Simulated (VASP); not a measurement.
Write the native input for VASP 6.6.1 that does the following.

| Quantity | Value |
| --- | --- |
| Task | single point |
| Functional | r2SCAN |
| Potentials or basis | VASP PAW PBE potentials, release 64 (Sc_sv) |
| Cutoff | 520 eV |
| k mesh | 20 × 20 × 20 |
| Occupations | gaussian, width 0.15 eV |
| Spin | no spin polarisation |
| Dipole correction | no |
| Further INCAR settings | ALGO = Normal; EDIFF = 1e-06; NBANDS = 12 |

Crystal: Sc.

```
CELL_PARAMETERS angstrom
0.00000 2.08037 2.70448
2.08037 0.00000 2.70448
2.08037 2.08037 0.00000
ATOMIC_POSITIONS crystal
Sc 0.00000 0.00000 0.00000
```

This cell differs from its parent crystal: ratio of the length along z to the lengths across it x 1.3, volume and fractional coordinates fixed.

The input as run:

POSCAR

```
Sc
1.0
    0.0000000000      2.0803690726      2.7044797944
    2.0803690726      0.0000000000      2.7044797944
    2.0803690726      2.0803690726      0.0000000000
Sc
1
Direct
    0.0000000000      0.0000000000      0.0000000000
```

INCAR.step1

```
SYSTEM = Sc
ALGO = Normal ; EDIFF = 1E-4
ENCUT = 520 ; GGA = PE
ISMEAR = 0 ; LASPH = .TRUE.
LCHARG = .FALSE. ; LREAL = .FALSE.
LWAVE = .TRUE. ; NBANDS = 12
NELM = 60 ; PREC = Accurate
SIGMA = 0.15
```

INCAR.step2

```
SYSTEM = Sc
ALGO = Normal ; EDIFF = 1E-6
ENCUT = 520 ; ISIF = 2
ISMEAR = 0 ; ISTART = 1
LASPH = .TRUE. ; LCHARG = .TRUE.
LELF = .TRUE. ; LMIXTAU = .TRUE.
LREAL = .FALSE. ; LVHAR = .TRUE.
LWAVE = .FALSE. ; METAGGA = R2SCAN
NBANDS = 12 ; NELM = 60
PREC = Accurate ; SIGMA = 0.15
```

KPOINTS

```
k-points
0
G
  20 20 20
  0 0 0
```

Potentials or basis: VASP PAW PBE potentials, release 64 (Sc_sv).

Command:

```bash
$ cat potpaw_PBE.64/Sc_sv/POTCAR > POTCAR
$ cp INCAR.step1 INCAR
$ mpirun -np 1 vasp_std > vasp.out
$ cp INCAR.step2 INCAR
$ mpirun -np 1 vasp_std > vasp.out
```

It gave:

The pressure is 3.3 GPa and the band gap on the k mesh is zero (an odd number of electrons rules out a gap without spin polarisation).

Caveat: the stress differs along the axes, from -3 to 7 GPa; the PAW data sets were made with another functional, which shifts forces and pressure a little.

Run time: 7.5 min on 1 thread of Intel(R) Xeon(R) Platinum 8488C (Sapphire Rapids), on a shared host, peak memory 0.3 GiB.
